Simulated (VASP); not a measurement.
# HPt6 in VASP: notebook, part 2 of 2

VASP 6.6.1. The steps go on from the part before.

## 6. Single point, PBE

INCAR reads:

```
  PREC = Accurate
  ENCUT = 520
  EDIFF = 1E-6
  ISMEAR = 0
  SIGMA = 0.1
  LREAL = False
  LASPH = True
  NELM = 80
  ALGO = Normal
  ISIF = 2
  LWAVE = False
  LCHARG = True
  LDIPOL = True
  IDIPOL = 3
  DIPOL = 0.5 0.5 0.312
  GGA = PE
  LELF = True
  LVHAR = True
  LVACPOTAV = True
  NBANDS = 74
```

KPOINTS reads:

```
Automatic mesh
0
Gamma
  6 6 1
```

POSCAR reads:

```
HPt6
1.0
    5.6143281343      0.0000000000      0.0000000000
   -2.8071640672      4.8621507895      0.0000000000
    0.0000000000      0.0000000000     22.6192653717
Pt H
12 2
Direct
    0.3333333333      0.1666666667      0.1768404028
    0.3333333333      0.6666666667      0.1768404028
    0.8333333333      0.1666666667      0.1768404028
    0.8333333333      0.6666666667      0.1768404028
    0.1666666667      0.3333333333      0.2789526245
    0.1666666667      0.8333333333      0.2789526245
    0.6666666667      0.3333333333      0.2789526245
    0.6666666667      0.8333333333      0.2789526245
    0.0000000000      0.0000000000      0.3810585901
    0.0000000000      0.5000000000      0.3810585901
    0.5000000000      0.0000000000      0.3810585901
    0.5000000000      0.5000000000      0.3810585901
    0.2165785766      0.4331571533      0.5136888922
    0.2834214234      0.5668428467      0.5136888922
```

Potentials or basis: VASP PAW PBE potentials, release 64 (Pt, H).

Run with:

```console
> cat potpaw_PBE.64/Pt/POTCAR potpaw_PBE.64/H/POTCAR > POTCAR
> mpirun -np 1 vasp_std > vasp.out
```

OUTCAR:

```text
PREC = Accurate
   ENCUT = 520
   EDIFF = 1E-6
   ISMEAR = 0
   LREAL = False
   LASPH = True
   NELM = 80
   ISIF = 2
   GGA = PE

 ion  position               nearest neighbor table
   1  0.333  0.167  0.177-   4 2.81   4 2.81   3 2.81   3 2.81   2 2.81   2 2.81   5 2.82   7 2.82
                             6 2.82
   2  0.333  0.667  0.177-   3 2.81   3 2.81   4 2.81   4 2.81   1 2.81   1 2.81   6 2.82   8 2.82
                             5 2.82
   3  0.833  0.167  0.177-   2 2.81   2 2.81   1 2.81   1 2.81   4 2.81   4 2.81   7 2.82   5 2.82
                             8 2.82
   4  0.833  0.667  0.177-   1 2.81   1 2.81   2 2.81   2 2.81   3 2.81   3 2.81   8 2.82   6 2.82
                             7 2.82
   5  0.167  0.333  0.279-   8 2.81   8 2.81   7 2.81   7 2.81   6 2.81   6 2.81  12 2.82   9 2.82
                            10 2.82   1 2.82   3 2.82   2 2.82
   6  0.167  0.833  0.279-   7 2.81   7 2.81   8 2.81   8 2.81   5 2.81   5 2.81  11 2.82  10 2.82
                             9 2.82   2 2.82   4 2.82   1 2.82
   7  0.667  0.333  0.279-   6 2.81   6 2.81   5 2.81   5 2.81   8 2.81   8 2.81  10 2.82  11 2.82
                            12 2.82   3 2.82   1 2.82   4 2.82
   8  0.667  0.833  0.279-   5 2.81   5 2.81   6 2.81   6 2.81   7 2.81   7 2.81   9 2.82  12 2.82
                            11 2.82   4 2.82   2 2.82   3 2.82
[... 1214 lines left out ...]
  Total      -19.1003695    -15.9100016     -0.1274058      0.0000000     -0.0048563      0.0000000
  in kB      -49.5618651    -41.2834605     -0.3305942      0.0000000     -0.0126012      0.0000000
  external PRESSURE =     -30.3919732 kB  Pullay stress =       0.0000000 kB

 VOLUME and BASIS-vectors are now :
 -----------------------------------------------------------------------------
  energy-cutoff  :      520.00
  volume of cell :      617.45
      direct lattice vectors                 reciprocal lattice vectors
     5.614328134  0.000000000  0.000000000     0.178115703  0.102835149  0.000000000
    -2.807164067  4.862150790  0.000000000     0.000000000  0.205670298  0.000000000
     0.000000000  0.000000000 22.619265372     0.000000000  0.000000000  0.044210101

 POSITION                                       TOTAL-FORCE (eV/Angst)
 -----------------------------------------------------------------------------------
      1.40358      0.81036      4.00000        -0.003326      0.000030      0.018416
     -0.00000      3.24143      4.00000         0.000000     -0.002378      0.016887
      4.21075      0.81036      4.00000         0.003326      0.000030      0.018416
      2.80716      3.24143      4.00000        -0.000000      0.003232      0.014446
      0.00000      1.62072      6.30970         0.000000     -0.000817     -0.008879
     -1.40358      4.05179      6.30970         0.002881     -0.000437     -0.001803
      2.80716      1.62072      6.30970        -0.000000      0.001787     -0.019134
      1.40358      4.05179      6.30970        -0.002881     -0.000437     -0.001803
      0.00000      0.00000      8.61927         0.000000     -0.007440     -0.027998
     -1.40358      2.43108      8.61927        -0.013110      0.003131     -0.041137
      2.80716      0.00000      8.61927        -0.000000      0.000193     -0.027974
      1.40358      2.43108      8.61927         0.013110      0.003131     -0.041137
     -0.00000      2.10608     11.61927         0.000000     -4.916705      0.050879
      0.00000      2.75608     11.61927        -0.000000      4.916680      0.050822
 -----------------------------------------------------------------------------------
    total drift:                               -0.000000     -0.000123      0.000189

  FREE ENERGIE OF THE ION-ELECTRON SYSTEM (eV)
  ---------------------------------------------------
  free  energy   TOTEN  =       -74.5356982956 eV

  energy  without entropy=      -74.3714230509  energy(sigma->0) =      -74.45356067

 vacuum level on the upper side and lower side of the slab         4.892         5.024
```

Wall time 18 min (1 thread of AMD EPYC 9R45 (Zen 5), shared host); peak memory 0.85 GiB.

Results:

```yaml
Free_energy: -74.5357 eV
Largest_force: 4.917 eV/Å
Band_gap_on_the_k_mesh: zero (band 61 reaches -0.24 eV, above the bottom of band 62 at -0.99 eV)
```

Forces in eV/Å, atoms in the order of the input:
```
Pt  -0.003  0.000  0.018
Pt   0.000 -0.002  0.017
Pt   0.003  0.000  0.018
Pt   0.000  0.003  0.014
Pt   0.000 -0.001 -0.009
Pt   0.003  0.000 -0.002
Pt   0.000  0.002 -0.019
Pt  -0.003  0.000 -0.002
Pt   0.000 -0.007 -0.028
Pt  -0.013  0.003 -0.041
Pt   0.000  0.000 -0.028
Pt   0.013  0.003 -0.041
H    0.000 -4.917  0.051
H    0.000  4.917  0.051
```

Caveat: spin-orbit coupling is left out, which moves the levels of the heavy elements.

## 7. Single point, PBE

INCAR reads:

```
SYSTEM = HPt6
PREC     = Accurate       ! precision mode
ENCUT    = 520            ! plane-wave cutoff, eV
EDIFF    = 1E-6           ! SCF threshold, eV
ISMEAR   = 0              ! smearing method
SIGMA    = 0.1            ! smearing width, eV
LREAL    = .False.        ! projectors in reciprocal space
LASPH    = .True.         ! aspherical terms in the spheres
NELM     = 100            ! most SCF steps
ALGO     = Normal         ! electronic algorithm
ISIF     = 2              ! what is computed and relaxed
LWAVE    = .False.        ! write WAVECAR
LCHARG   = .False.        ! write CHGCAR
LDIPOL   = .True.       
IDIPOL   = 3            
DIPOL    = 0.5 0.5 0.298
GGA      = PE             ! functional
NBANDS   = 74             ! bands
```

KPOINTS reads:

```
Automatic mesh
0
Gamma
  6 6 1
  0 0 0
```

POSCAR, as its differences from that of step 6:

```diff
@@ -20,3 +20,3 @@
     0.5000000000      0.5000000000      0.3810585901
-    0.2165785766      0.4331571533      0.5136888922
-    0.2834214234      0.5668428467      0.5136888922
+    0.2027472491      0.4054944982      0.4151003676
+    0.2972527509      0.5945055018      0.4151003676
```

Run with:

```console
> cat potpaw_PBE.64/Pt/POTCAR potpaw_PBE.64/H/POTCAR > POTCAR
> mpirun -np 1 vasp_std > vasp.out
```

Wall time 31 min (1 thread of Intel Xeon Platinum 8488C (Sapphire Rapids), shared host); peak memory 0.88 GiB.

It converged, with:

- Free energy: -74.0620 eV
- Largest force: 3.658 eV/Å
- Band gap on the k mesh: zero (band 61 reaches -0.32 eV, above the bottom of band 62 at -0.95 eV)

Forces in eV/Å, atoms in the order of the input:
```
Pt   0.023  0.004 -0.122
Pt   0.000  0.022 -0.006
Pt  -0.023  0.004 -0.122
Pt   0.000 -0.030  0.081
Pt   0.000 -0.103 -0.455
Pt  -0.022  0.113 -0.197
Pt   0.000 -0.078  0.069
Pt   0.022  0.113 -0.197
Pt   0.000 -0.581 -0.134
Pt  -3.088 -0.082 -0.922
Pt   0.000  0.671 -0.277
Pt   3.088 -0.082 -0.922
H    0.000 -3.262  1.604
H    0.000  3.290  1.599
```

Levels at points of the mesh, in eV from the Fermi level:
```
           k point  band 58  band 59  band 60  band 61  band 62  band 63  band 64  band 65
(0.00, 0.00, 0.00)     0.22     0.28     0.33     0.37     0.59     0.60     0.61     0.69
(0.50, 0.00, 0.00)    -0.65    -0.24    -0.16    -0.03     0.01     0.22     0.26     1.23
(0.00, 0.50, 0.00)    -0.59    -0.30    -0.13    -0.10     0.05     0.23     0.25     0.80
```

Caveat: spin-orbit coupling is left out, which moves the levels of the heavy elements.
